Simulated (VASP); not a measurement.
# In2Sb (P6_3/mmc) in VASP: single point with PBEsol

Aim: the single point of In2Sb with PBEsol.

Everything below comes from runs of VASP 6.6.1. Logs are shortened: lines on timing, memory, paths and dates and some standing lists are left out, and cuts for length are marked.

**1. The cell of the first run**

Symmetry: P6_3/mmc, No. 194, hexagonal system. Conventional cell: a = 5.380 Å, b = 5.380 Å, c = 6.723 Å, α = 90.00°, β = 90.00°, γ = 120.00°. Within 4.1 Å of In (site symmetry -6m2) lie 5 Sb at 3.11 to 3.36 Å and 6 In at 3.53 Å. In (site symmetry -3m) has 8 In at 3.36 to 3.53 Å and 6 Sb at 3.53 Å within 4.4 Å. Within 4.1 Å of Sb (site symmetry -6m2) lie 11 In at 3.11 to 3.53 Å.

**2. Single point, PBEsol**

Input file INCAR:

```
PREC = Accurate
ENCUT = 520
EDIFF = 1E-7
ISMEAR = 0
SIGMA = 0.2
LREAL = False
LASPH = True
NELM = 60
ALGO = Fast
ISIF = 2
LWAVE = False
LCHARG = False
GGA = PS
NBANDS = 40
```

Input file KPOINTS:

```
Automatic mesh
0
Gamma
  12 12 6
```

Input file POSCAR:

```
In2Sb
1.0
    5.3799042018      0.0000000000      0.0000000000
   -2.6899521009      4.6591337087      0.0000000000
    0.0000000000      0.0000000000      6.7225520000
In Sb
4 2
Direct
    0.6666666667      0.3333333333      0.2500000000
    0.3333333333      0.6666666667      0.7500000000
    0.0000000000      0.0000000000      0.5000000000
    0.0000000000      0.0000000000      0.0000000000
    0.6666666667      0.3333333333      0.7500000000
    0.3333333333      0.6666666667      0.2500000000
```

Potentials or basis: VASP PAW PBE potentials, release 64 (In_d, Sb).

Run with:

```
> cat potpaw_PBE.64/In_d/POTCAR potpaw_PBE.64/Sb/POTCAR > POTCAR
> mpirun -np 1 vasp_std > vasp.out
```

OUTCAR:

```text
PREC = Accurate
   ENCUT = 520
   EDIFF = 1E-7
   ISMEAR = 0
   LREAL = False
   LASPH = True
   NELM = 60
   ISIF = 2
   GGA = PS

 ion  position               nearest neighbor table
   1  0.667  0.333  0.250-   6 3.11   6 3.11   6 3.11   5 3.36   5 3.36   3 3.53   4 3.53   3 3.53
                             4 3.53   3 3.53   4 3.53
   2  0.333  0.667  0.750-   5 3.11   5 3.11   5 3.11   6 3.36   6 3.36   3 3.53   4 3.53   4 3.53
                             3 3.53   4 3.53   3 3.53
   3  0.000  0.000  0.500-   4 3.36   4 3.36   1 3.53   5 3.53   6 3.53   2 3.53   1 3.53   5 3.53
                             2 3.53   6 3.53   1 3.53   5 3.53   2 3.53   6 3.53
   4  0.000  0.000  0.000-   3 3.36   3 3.36   1 3.53   5 3.53   6 3.53   2 3.53   1 3.53   5 3.53
                             2 3.53   6 3.53   1 3.53   5 3.53   2 3.53   6 3.53
   5  0.667  0.333  0.750-   2 3.11   2 3.11   2 3.11   1 3.36   1 3.36   3 3.53   4 3.53   3 3.53
                             4 3.53   3 3.53   4 3.53
   6  0.333  0.667  0.250-   1 3.11   1 3.11   1 3.11   2 3.36   2 3.36   3 3.53   4 3.53   4 3.53
                             3 3.53   4 3.53   3 3.53

  LATTYP: Found a hexagonal cell.
 ALAT       =     5.3799042018
 C/A-ratio  =     1.2495672317

  Lattice vectors:

 A1 = (   5.3799042018,   0.0000000000,   0.0000000000)
 A2 = (  -2.6899521009,   4.6591337087,   0.0000000000)
 A3 = (   0.0000000000,   0.0000000000,   6.7225520000)

Analysis of symmetry for initial positions (statically):
=====================================================================
 Subroutine PRICEL returns:
 Original cell was already a primitive cell.

 Routine SETGRP: Setting up the symmetry group for a
 hexagonal supercell.

 Subroutine GETGRP returns: Found 24 space group operations
 (whereof 12 operations were pure point group operations)
 out of a pool of 24 trial point group operations.

The static configuration has the point symmetry D_3d.
 The point group associated with its full space group is D_6h.

Analysis of symmetry for dynamics (positions and initial velocities):
=====================================================================
 Subroutine PRICEL returns:
 Original cell was already a primitive cell.

 Routine SETGRP: Setting up the symmetry group for a
 hexagonal supercell.

 Subroutine GETGRP returns: Found 24 space group operations
 (whereof 12 operations were pure point group operations)
 out of a pool of 24 trial point group operations.

The dynamic configuration has the point symmetry D_3d.
 The point group associated with its full space group is D_6h.

 Subroutine INISYM returns: Found 24 space group operations
 (whereof 12 operations are pure point group operations),
 and found     1 'primitive' translations

----------------------------------------------------------------------------------------

                                     Primitive cell

  volume of cell :     168.5054

  direct lattice vectors                    reciprocal lattice vectors
     5.379904202  0.000000000  0.000000000     0.185876916  0.107316087  0.000000000
    -2.689952101  4.659133709  0.000000000     0.000000000  0.214632175  0.000000000
     0.000000000  0.000000000  6.722552000     0.000000000  0.000000000  0.148753033

  length of vectors
     5.379904202  5.379904202  6.722552000     0.214632175  0.214632175  0.148753033

  position of ions in fractional coordinates (direct lattice)
     0.666666667  0.333333333  0.250000000
     0.333333333  0.666666667  0.750000000
     0.000000000  0.000000000  0.500000000
     0.000000000  0.000000000  0.000000000
     0.666666667  0.333333333  0.750000000
     0.333333333  0.666666667  0.250000000

  ion indices of the primitive-cell ions
   primitive index   ion index
                 1           1
                 2           2
                 3           3
                 4           4
                 5           5
                 6           6

----------------------------------------------------------------------------------------

 KPOINTS: Automatic mesh

Automatic generation of k-mesh.
 Grid dimensions read from file:
 generate k-points for:   12   12    6

 Generating k-lattice:

  Cartesian coordinates                     Fractional coordinates (reciprocal lattice)
     0.015489743  0.008943007  0.000000000     0.083333333  0.000000000  0.000000000
     0.000000000  0.017886015  0.000000000     0.000000000  0.083333333  0.000000000
     0.000000000  0.000000000  0.024792172     0.000000000  0.000000000  0.166666667

  Length of vectors
     0.017886015  0.017886015  0.024792172

  Shift w.r.t. Gamma in fractional coordinates (k-lattice)
     0.000000000  0.000000000  0.000000000

 Subroutine IBZKPT returns following result:
 ===========================================

 Found     76 irreducible k-points:

 Following reciprocal coordinates:
            Coordinates               Weight
  0.000000  0.000000  0.000000      1.000000
  0.083333  0.000000  0.000000      6.000000
  0.166667  0.000000  0.000000      6.000000
  0.250000  0.000000  0.000000      6.000000
  0.333333  0.000000  0.000000      6.000000
  0.416667  0.000000  0.000000      6.000000
[... 16 lines left out ...]
  0.250000  0.000000  0.166667     12.000000
  0.333333  0.000000  0.166667     12.000000
 [... further k-points ...]
   k-points           NKPTS =     76   k-points in BZ     NKDIM =     76   number of bands    NBANDS=     40
   number of dos      NEDOS =    301   number of ions     NIONS =      6
   total plane-waves  NPLWV =  80000
   dimension x,y,z NGX =    40 NGY =   40 NGZ =   50
   dimension x,y,z NGXF=    80 NGYF=   80 NGZF=  100
   ions per type =               4   2
   NGX,Y,Z   is equivalent  to a cutoff of  12.36, 12.36, 12.36 a.u.
   NGXF,Y,Z  is equivalent  to a cutoff of  24.72, 24.72, 24.73 a.u.
 SYSTEM =  unknown system
   PREC   = accura    normal or accurate (medium, high low for compatibility)
   ISTART =      0    job   : 0-new  1-cont  2-samecut
   ICHARG =      2    charge: 1-file 2-atom 10-const
   ISPIN  =      1    spin polarized calculation?
   LNONCOLLINEAR =      F non collinear calculations
   LSORBIT =      F    spin-orbit coupling
   LASPH  =      T    aspherical Exc in radial PAW
   ENCUT  =  520.0 eV  38.22 Ry    6.18 a.u.  10.00 10.00 12.50*2*pi/ulx,y,z
   NELM   =     60;   NELMIN=  2; NELMDL= -5     # of ELM steps
   EDIFF  = 0.1E-06   stopping-criterion for ELM
   LREAL  =      F    real-space projection
   EDIFFG = 0.1E-05   stopping-criterion for IOM
   NSW    =      0    number of steps for IOM
   IBRION =     -1    ionic relax: 0-MD 1-quasi-New 2-CG
   NFREE  =      0    steps in history (QN), initial steepest desc. (CG)
   ISIF   =      2    stress and relaxation
   ISYM   =      2    0-nonsym 1-usesym 2-fastsym
   POTIM  = 0.5000    time-step for ionic-motion
   TEBEG  =    0.0;   TEEND  =   0.0 temperature during run
   PSTRESS=    0.0 pullay stress
   NELECT =      62.0000    total number of electrons
   NUPDOWN=      -1.0000    fix difference up-down
   EMIN   =  10.00;   EMAX   =-10.00  energy-range for DOS
   EFERMI =   0.00;   METHOD = LEGACY
   ISMEAR =     0;   SIGMA  =   0.20  broadening in eV -4-tet -1-fermi 0-gaus
   EFERMI_NEDOS =   21; number of points for ismear=-14 and -15
   IALGO  =     68    algorithm
   IMIX   =      4    mixing-type and parameters
     AMIX     =   0.40;   BMIX     =  1.00
     AMIX_MAG =   1.60;   BMIX_MAG =  1.00
  volume/ion in A,a.u.               =      28.08       189.52
  Fermi-wavevector in a.u.,A,eV,Ry     =   1.173097  2.216833 18.723762  1.376158
  Thomas-Fermi vector in A             =   2.309516
   LORBIT       =      0    0 simple, 1 ext, 2 COOP (PROOUT), +10 PAW based schemes
   GGA     = PS    functional components
   LHFCALC =     F    Hartree Fock is set to
   AEXX    =    0.0000 exact exchange contribution
   IVDW    =     0    specifies the selected vdW correction
   LEPSILON=     F    determine dielectric tensor
   LRPA    =     F    only Hartree local field effects (RPA)
 non-spin polarized calculation
 RMM-DIIS sequential band-by-band and
 Gauss-broadening in eV      SIGMA  =   0.20
  energy-cutoff  :      520.00
  volume of cell :      168.51
 maximum number of plane-waves:      4578
   NGX = 21   NGY = 21   NGZ = 25

 number of electron      62.0000005 magnetization

 Free energy of the ion-electron system (eV)
  ---------------------------------------------------
  ext. energy  EPLUGINS =         0.00000000
  ---------------------------------------------------
  free energy    TOTEN  =       -21.01049528 eV

  energy without entropy =      -20.94572003  energy(sigma->0) =      -20.97810766

 E-fermi :   6.9668     XC(G=0): -10.0779

 val. band max:        6.9613241532   @ k =   0.3333   0.1667   0.1667
 cond. band min:       6.9705449025   @ k =   0.0833   0.0000   0.3333
 fundamental gap:      0.0092207493
 Fermi energy:         6.9668495619

 k-point     1 :       0.0000    0.0000    0.0000
  band No.  band energies     occupation
      1      -7.6424      2.00000
      2      -7.6401      2.00000
      3      -7.6401      2.00000
      4      -7.5961      2.00000
      5      -7.5961      2.00000
      6      -7.5476      2.00000
[... 32 lines left out ...]
     39       9.3612      0.00000
     40      10.4638      0.00000

 k-point     2 :       0.0833    0.0000    0.0000
  band No.  band energies     occupation
      1      -7.6418      2.00000
      2      -7.6409      2.00000
      3      -7.6376      2.00000
      4      -7.5940      2.00000
      5      -7.5918      2.00000
      6      -7.5437      2.00000
[... 935 lines left out ...]
     39      10.5937      0.00000
     40      11.8579      0.00000

 k-point    24 :       0.3333    0.0000    0.1667
  band No.  band energies     occupation
      1      -7.6307      2.00000
      2      -7.6117      2.00000
      3      -7.6101      2.00000
      4      -7.5723      2.00000
      5      -7.5702      2.00000
      6      -7.5369      2.00000
[... 32 lines left out ...]
     39      11.3844      0.00000
     40      11.6021      0.00000

 [... further k-points ...]

------------------------ aborting loop because EDIFF is reached ----------------------------------------

  FORCE on cell =-STRESS in cart. coord.  units (eV):
  Direction    XX          YY          ZZ          XY          YZ          ZX
  --------------------------------------------------------------------------------------
  -------------------------------------------------------------------------------------
  Total       -2.2328512     -2.2328512     -3.6250513     -0.0000000     -0.0000000      0.0000000
  in kB      -21.2303171    -21.2303171    -34.4675847     -0.0000000     -0.0000000      0.0000000
  external PRESSURE =     -25.6427396 kB  Pullay stress =       0.0000000 kB

 VOLUME and BASIS-vectors are now :
 -----------------------------------------------------------------------------
  energy-cutoff  :      520.00
  volume of cell :      168.51
      direct lattice vectors                 reciprocal lattice vectors
     5.379904202  0.000000000  0.000000000     0.185876916  0.107316087  0.000000000
    -2.689952101  4.659133709  0.000000000     0.000000000  0.214632175  0.000000000
     0.000000000  0.000000000  6.722552000     0.000000000  0.000000000  0.148753033

 POSITION                                       TOTAL-FORCE (eV/Angst)
 -----------------------------------------------------------------------------------
      2.68995      1.55304      1.68064        -0.000000      0.000000     -0.000000
     -0.00000      3.10609      5.04191         0.000000     -0.000000      0.000000
      0.00000      0.00000      3.36128        -0.000000     -0.000000      0.000000
      0.00000      0.00000      0.00000        -0.000000     -0.000000      0.000000
      2.68995      1.55304      5.04191        -0.000000      0.000000      0.000000
     -0.00000      3.10609      1.68064         0.000000     -0.000000      0.000000
 -----------------------------------------------------------------------------------
    total drift:                               -0.000000     -0.000000     -0.000000

  FREE ENERGIE OF THE ION-ELECTRON SYSTEM (eV)
  ---------------------------------------------------
  free  energy   TOTEN  =       -21.0104952818 eV

  energy  without entropy=      -20.9457200319  energy(sigma->0) =      -20.97810766
```

Wall time 5.7 min (1 thread of Intel Xeon 6975P-C (Granite Rapids), shared host); peak memory 0.55 GiB.

What came out:

```
Free energy            : -21.0105 eV
Pressure               : -2.6 GPa
Band gap on the k mesh : zero (bands 31 and 32 overlap by 2.07 eV)
```

Caveat: the PAW data sets were made with another functional, which shifts forces and pressure a little; spin-orbit coupling is left out, which moves the levels of the heavy elements.
